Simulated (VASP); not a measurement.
Here is a VASP 6.6.1 calculation.

The input INCAR:

```
PREC     = Accurate       # precision mode
ENCUT    = 520            # plane-wave cutoff, eV
EDIFF    = 1E-6           # SCF threshold, eV
ISMEAR   = 0              # smearing method
SIGMA    = 0.05           # smearing width, eV
LREAL    = False          # projectors in reciprocal space
LASPH    = True           # aspherical terms in the spheres
NELM     = 150            # most SCF steps
ALGO     = Normal         # electronic algorithm
ISIF     = 2              # what is computed and relaxed
LWAVE    = False          # write WAVECAR
LCHARG   = False          # write CHGCAR
ISPIN    = 2              # spin polarisation
MAGMOM   = 0.3 0.3 0.3 0.3 0.3 0.3 0.3 0.3 # initial moments
LORBIT   = 11             # projections on sites
GGA      = PE             # functional
NBANDS   = 30             # bands
```

The input KPOINTS:

```
Automatic mesh
0
Gamma
  1 1 5
```

POSCAR

```
AlN
1.0
   10.8000000000      0.0000000000      0.0000000000
    0.0000000000     12.4000000000      0.0000000000
    0.0000000000      0.0000000000      8.9051081800
Al N
4 4
Direct
    0.5085623527      0.5000000000      0.0123014952
    0.5197149542      0.5000000000      0.3717198982
    0.4861116985      0.6125285729      0.7001539976
    0.4861116985      0.3874714271      0.7001539976
    0.5721820018      0.5000000000      0.1941521092
    0.4906280640      0.5000000000      0.5674483519
    0.4683446151      0.6134041788      0.8937017418
    0.4683446151      0.3865958212      0.8937017418
```

Potentials or basis: VASP PAW PBE potentials, release 64 (Al, N).

Command:

```bash
$ cat potpaw_PBE.64/Al/POTCAR potpaw_PBE.64/N/POTCAR > POTCAR
$ mpirun -np 1 vasp_std > vasp.out
```

**Question.** Estimate the largest force.

**Answer.** 0.408 eV/Å.

**Question.** What does it give for the net moment?

**Answer.** 0.00 μB per cell.

Forces on the atoms (eV/Å):
```
Al  -0.016  0.000 -0.387
Al  -0.024  0.000  0.087
Al  -0.004 -0.141  0.383
Al  -0.004  0.141  0.383
N    0.025  0.000 -0.042
N   -0.023  0.000 -0.115
N    0.023  0.283 -0.154
N    0.023 -0.283 -0.154
```
